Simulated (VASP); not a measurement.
# SiC (Fm-3m) in VASP: single point with PBE0

Aim: the single point of SiC with PBE0.

All numbers are computed with VASP 6.6.1; they aren't measurements. Logs are shortened: lines on timing, memory, paths and dates and some standing lists are left out, and cuts for length are marked.

## (1) The cell of the first run

It takes space group Fm-3m (No. 225, cubic). The conventional cell has a = 4.010 Å, b = 4.010 Å, c = 4.010 Å, α = 90.00°, β = 90.00°, γ = 90.00°. Within 2.7 Å of Si (site symmetry m-3m) lie 6 C at 2.00 Å. C (site symmetry m-3m) has 6 Si at 2.00 Å within 2.7 Å.

## (2) Single point, PBE0

POSCAR

```
SiC
1.0
    0.0000000000      2.0047642124      2.0047642124
    2.0047642124      0.0000000000      2.0047642124
    2.0047642124      2.0047642124      0.0000000000
Si C
1 1
Direct
    0.0000000000      0.0000000000      0.0000000000
    0.5000000000      0.5000000000      0.5000000000
```

INCAR.step1

```
SYSTEM = SiC
PREC = Accurate ; ENCUT = 520
EDIFF = 1E-5 ; ISMEAR = 0
SIGMA = 0.05 ; LREAL = .False.
LASPH = .True. ; NELM = 100
ALGO = Normal ; ISIF = 2
LWAVE = .True. ; LCHARG = .False.
NBANDS = 11 ; GGA = PE
```

INCAR.step2

```
SYSTEM = SiC
PREC = Accurate ; ENCUT = 520
EDIFF = 1E-7 ; ISMEAR = 0
SIGMA = 0.05 ; LREAL = .False.
LASPH = .True. ; NELM = 100
ALGO = Normal ; ISIF = 2
LWAVE = .False. ; LCHARG = .False.
GGA = PE ; LHFCALC = .True.
AEXX = 0.25 ; PRECFOCK = Normal
NBANDS = 11 ; ISTART = 1
```

KPOINTS

```
regular mesh
0
Gamma
  8 8 8
  0 0 0
```

Potentials or basis: VASP PAW PBE potentials, release 64 (Si, C).

Run with:

```
cat potpaw_PBE.64/Si/POTCAR potpaw_PBE.64/C/POTCAR > POTCAR
cp INCAR.step1 INCAR
mpirun -np 1 vasp_std > vasp.out
cp INCAR.step2 INCAR
mpirun -np 1 vasp_std > vasp.out
```

OUTCAR:

```text
SYSTEM = SiC
   PREC = Accurate
   ENCUT = 520
   EDIFF = 1E-7
   ISMEAR = 0
   LREAL = .False.
   LASPH = .True.
   NELM = 100
   ISIF = 2
   GGA = PE
   LHFCALC = .True.
   AEXX = 0.25
   PRECFOCK = Normal
   ISTART = 1

 ion  position               nearest neighbor table
   1  0.000  0.000  0.000-   2 2.00   2 2.00   2 2.00   2 2.00   2 2.00   2 2.00
   2  0.500  0.500  0.500-   1 2.00   1 2.00   1 2.00   1 2.00   1 2.00   1 2.00

  LATTYP: Found a face centered cubic cell.
 ALAT       =     4.0095284248

  Lattice vectors:

 A1 = (   0.0000000000,   2.0047642124,   2.0047642124)
 A2 = (   2.0047642124,   0.0000000000,   2.0047642124)
 A3 = (   2.0047642124,   2.0047642124,   0.0000000000)

Analysis of symmetry for initial positions (statically):
=====================================================================
 Subroutine PRICEL returns:
 Original cell was already a primitive cell.

 Routine SETGRP: Setting up the symmetry group for a
 face centered cubic supercell.

 Subroutine GETGRP returns: Found 48 space group operations
 (whereof 48 operations were pure point group operations)
 out of a pool of 48 trial point group operations.

The static configuration has the point symmetry O_h .

Analysis of symmetry for dynamics (positions and initial velocities):
=====================================================================
 Subroutine PRICEL returns:
 Original cell was already a primitive cell.

 Routine SETGRP: Setting up the symmetry group for a
 face centered cubic supercell.

 Subroutine GETGRP returns: Found 48 space group operations
 (whereof 48 operations were pure point group operations)
 out of a pool of 48 trial point group operations.

The dynamic configuration has the point symmetry O_h .

 Subroutine INISYM returns: Found 48 space group operations
 (whereof 48 operations are pure point group operations),
 and found     1 'primitive' translations

----------------------------------------------------------------------------------------

                                     Primitive cell

  volume of cell :      16.1146

  direct lattice vectors                    reciprocal lattice vectors
     0.000000000  2.004764212  2.004764212    -0.249405889  0.249405889  0.249405889
     2.004764212  0.000000000  2.004764212     0.249405889 -0.249405889  0.249405889
     2.004764212  2.004764212  0.000000000     0.249405889  0.249405889 -0.249405889

  length of vectors
[... 99 lines left out ...]
   IALGO  =     38    algorithm
   IMIX   =      1    mixing-type and parameters
     AMIX     =   0.40;   BMIX     =  1.00
     AMIX_MAG =   1.60;   BMIX_MAG =  1.00
  volume/ion in A,a.u.               =       8.06        54.37
  Fermi-wavevector in a.u.,A,eV,Ry     =   1.296278  2.449610 22.862373  1.680337
  Thomas-Fermi vector in A             =   2.427745
   LORBIT       =      0    0 simple, 1 ext, 2 COOP (PROOUT), +10 PAW based schemes
   GGA     = PE    functional components
   LHFCALC =     T    Hartree Fock is set to
   PRECFOCK=normal    Normal, Fast or Accurate (Low or Medium for compatibility)
   ENCUT4O =  -1.0   cutoff for four orbital integrals eV
   NKREDX  =     1    reduce k-point grid by
   NKREDY  =     1    reduce k-point grid by
   NKREDZ  =     1    reduce k-point grid by
   AEXX    =    0.2500 exact exchange contribution
   HFSCREEN=    0.0000 screening length (either q_TF or 0.3 A-1)
   HFSCREENC=   0.0000 screening length for correlation (either q_TF or 0.3 A-1)
   ENCUTFOCK=  -1.0 apply spherical cutoff to Coloumb kernel
   IVDW    =     0    specifies the selected vdW correction
   LEPSILON=     F    determine dielectric tensor
   LRPA    =     F    only Hartree local field effects (RPA)
 non-spin polarized calculation
 Gauss-broadening in eV      SIGMA  =   0.05
  energy-cutoff  :      520.00
  volume of cell :       16.11
 maximum number of plane-waves:       445
 NGX is ok and might be reduce to    24
  NGX = 16; NGY = 16; NGZ = 16

 number of electron       8.0000000 magnetization

 Free energy of the ion-electron system (eV)
  ---------------------------------------------------
  ext. energy  EPLUGINS =         0.00000000
  ---------------------------------------------------
  free energy    TOTEN  =       -16.88745263 eV

  energy without entropy =      -16.88745263  energy(sigma->0) =      -16.88745263

 E-fermi :  12.3420     XC(G=0): -10.0685

 val. band max:       12.0968987993   @ k =  -0.1250   0.1250   0.0000
 cond. band min:      12.6765509566   @ k =   0.5000   0.5000   0.0000
 fundamental gap:      0.5796521573
 Fermi energy:        12.3419798547

 k-point     1 :       0.0000    0.0000    0.0000
  band No.  band energies     occupation
      1      -8.7286      2.00000
      2      12.0207      2.00000
      3      12.0207      2.00000
      4      12.0207      2.00000
      5      22.2527      0.00000
      6      22.8759      0.00000
      7      22.8759      0.00000
      8      22.8759      0.00000
      9      27.5786      0.00000
     10      27.5786      0.00000
     11      27.5786      0.00000
[... 309 lines left out ...]
 k-point    24 :      -0.3750    0.2500    0.1250
  band No.  band energies     occupation
      1      -2.0635      2.00000
      2       0.2160      2.00000
      3       6.6905      2.00000
      4       8.3828      2.00000
      5      17.9000      0.00000
      6      20.3929      0.00000
      7      24.2628      0.00000
      8      26.9585      0.00000
      9      29.2136      0.00000
     10      29.7131      0.00000
     11      33.6624      0.00000

 [... further k-points ...]

------------------------ aborting loop because EDIFF is reached ----------------------------------------

  FORCE on cell =-STRESS in cart. coord.  units (eV):
  Direction    XX          YY          ZZ          XY          YZ          ZX
  --------------------------------------------------------------------------------------
  -------------------------------------------------------------------------------------
  Total       -0.1503666     -0.1503666     -0.1503666      0.0000000      0.0000000      0.0000000
  in kB      -14.9500268    -14.9500268    -14.9500268      0.0000000      0.0000000      0.0000000
  external PRESSURE =     -14.9500268 kB  Pullay stress =       0.0000000 kB

 VOLUME and BASIS-vectors are now :
 -----------------------------------------------------------------------------
  energy-cutoff  :      520.00
  volume of cell :       16.11
      direct lattice vectors                 reciprocal lattice vectors
     0.000000000  2.004764212  2.004764212    -0.249405889  0.249405889  0.249405889
     2.004764212  0.000000000  2.004764212     0.249405889 -0.249405889  0.249405889
     2.004764212  2.004764212  0.000000000     0.249405889  0.249405889 -0.249405889

 POSITION                                       TOTAL-FORCE (eV/Angst)
 -----------------------------------------------------------------------------------
      0.00000      0.00000      0.00000         0.000000     -0.000000      0.000000
      2.00476      2.00476      2.00476        -0.000000      0.000000     -0.000000
 -----------------------------------------------------------------------------------
    total drift:                                0.000000      0.000000      0.000000

  FREE ENERGIE OF THE ION-ELECTRON SYSTEM (eV)
  ---------------------------------------------------
  free  energy   TOTEN  =       -16.8874526273 eV

  energy  without entropy=      -16.8874526273  energy(sigma->0) =      -16.88745263
```

OUTCAR.step1:

```text
SYSTEM = SiC
   PREC = Accurate
   ENCUT = 520
   EDIFF = 1E-5
   ISMEAR = 0
   LREAL = .False.
   LASPH = .True.
[... 558 lines left out ...]
      0.00000      0.00000      0.00000         0.000000      0.000000     -0.000000
      2.00476      2.00476      2.00476        -0.000000     -0.000000      0.000000
 -----------------------------------------------------------------------------------
    total drift:                               -0.000000     -0.000000      0.000000

  FREE ENERGIE OF THE ION-ELECTRON SYSTEM (eV)
  ---------------------------------------------------
  free  energy   TOTEN  =       -13.5532712650 eV

  energy  without entropy=      -13.5522048231  energy(sigma->0) =      -13.55273804
```

OSZICAR.step1:

```text
N       E                     dE             d eps       ncg     rms          rms(c)
DAV:   1     0.298976134911E+01    0.29898E+01   -0.40141E+03   686   0.629E+02
DAV:   2    -0.145420756470E+02   -0.17532E+02   -0.16438E+02   840   0.107E+02
DAV:   3    -0.150135310839E+02   -0.47146E+00   -0.47060E+00   765   0.136E+01
DAV:   4    -0.150145815652E+02   -0.10505E-02   -0.10504E-02   705   0.784E-01
DAV:   5    -0.150145841327E+02   -0.25675E-05   -0.25674E-05   746   0.356E-02    0.851E+00
DAV:   6    -0.135848618772E+02    0.14297E+01   -0.47117E+00   668   0.101E+01    0.370E+00
DAV:   7    -0.135532744062E+02    0.31587E-01   -0.36935E-01   737   0.347E+00    0.147E+00
DAV:   8    -0.135534270650E+02   -0.15266E-03   -0.10604E-02   668   0.633E-01    0.374E-01
DAV:   9    -0.135533228041E+02    0.10426E-03   -0.37046E-03   683   0.315E-01    0.143E-01
DAV:  10    -0.135532639860E+02    0.58818E-04   -0.38876E-04   680   0.101E-01    0.601E-02
DAV:  11    -0.135532712650E+02   -0.72791E-05   -0.13886E-05   619   0.327E-02
   1 F= -.13553271E+02 E0= -.13552738E+02  d E =-.106644E-02
```

Wall time 15 min (1 thread of Intel Xeon Platinum 8259CL at 2.50GHz (Skylake/Cascade Lake), shared host); peak memory 0.14 GiB.

Results:

```yaml
Free_energy: -16.8875 eV
Pressure: -1.5 GPa
Band_gap_on_the_k_mesh: 0.58 eV (least direct gap 5.50 eV)
```

Levels at points of the mesh, in eV from the valence-band top:
```tsv
k point	band 1	band 2	band 3	band 4	band 5	band 6	band 7	band 8	band 9
(0.00, 0.00, 0.00)	-20.83	-0.08	-0.08	-0.08	10.16	10.78	10.78	10.78	15.48
(0.50, 0.00, 0.00)	-15.10	-13.04	-1.27	-1.27	7.09	7.09	7.90	12.16	17.76
(0.50, 0.50, 0.00)	-13.08	-11.18	-4.93	-4.93	0.58	3.89	17.94	17.94	18.24
```

Caveat: the PAW data sets were made with another functional, which shifts forces and pressure a little. A k mesh can miss the band edges.
